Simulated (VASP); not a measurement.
Runs of VASP 6.6.1 on SnS7. The structure is that of space group Fm-3m (No. 225), or close to it. The cells are those of the table. The cell was built from a structure type or drawn by symmetry, and may not be a known phase.

```csv
task,cell,k mesh,cutoff (eV),gap on the mesh (eV),pressure (GPa),relaxed volume (Å³/atom)
relaxation of cell and atoms,"relaxed from a = 6.250 Å, angles 60.0°, 8 atoms",4 × 4 × 4,600,none,-0.1,17.76
relaxation of cell and atoms,"relaxed from a = 5.858 Å, angles 60.0°, 8 atoms",8 × 8 × 8,600,none,0.0,17.69
single point,"a = 6.250 Å, angles 60.0°, 8 atoms",4 × 4 × 4,520,none,(a),-
single point,"a = 5.851 Å, angles 60.0°, 8 atoms",8 × 8 × 8,520,none,-0.1,-
single point,"a = 5.858 Å, angles 60.0°, 8 atoms",4 × 4 × 4,520,none,-0.2,-
```

Alike in all rows: level PBE; potentials or basis VASP PAW PBE potentials, release 64 (Sn_d, S); no spin polarisation; smearing gaussian 0.1 eV.

**Question.** Fill in the values left out.

**Answer.** (a) -8.4.

Caveats: spin-orbit coupling is left out, which moves the levels of the heavy elements; the volume moved by over 15 % at a fixed basis, so the end points are rough (at least some runs); the cell stands under tension (at least some runs).

A k mesh can miss the band edges, and the runs leave out spin-orbit coupling on Sn.

A gap of «none» marks levels without a gap at the run's occupations.
